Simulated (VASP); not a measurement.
Here is a VASP 6.6.1 calculation.

Contents of INCAR:

```
PREC = Accurate
ENCUT = 520
EDIFF = 1E-7
ISMEAR = -1
SIGMA = 0.05
LREAL = F
LASPH = T
NELM = 80
ALGO = Normal
ISIF = 2
LWAVE = F
LCHARG = F
GGA = PE
NBANDS = 21
```

The input KPOINTS:

```
Automatic mesh
0
Gamma
  18 18 10
```

POSCAR

```
W
1.0
    2.4045226664      0.0000000000      0.0000000000
   -1.2022613332      2.0823777131      0.0000000000
    0.0000000000      0.0000000000      3.8129229191
W
2
Direct
    0.3333333333      0.6666666667      0.2500000000
    0.6666666667      0.3333333333      0.7500000000
```

Potentials or basis: VASP PAW PBE potentials, release 64 (W_sv).

Run with:

```sh
$ cat potpaw_PBE.64/W_sv/POTCAR > POTCAR
$ mpirun -np 1 vasp_std > vasp.out
```

(1) What does it give for the pressure?

(2) What does it give for the band gap on the k mesh?

## Answers

(1) 449.4 GPa.

(2) zero (bands 14 and 15 overlap by 5.05 eV).

Caveat: the cell stands under pressure; spin-orbit coupling is left out, which moves the levels of the heavy elements.
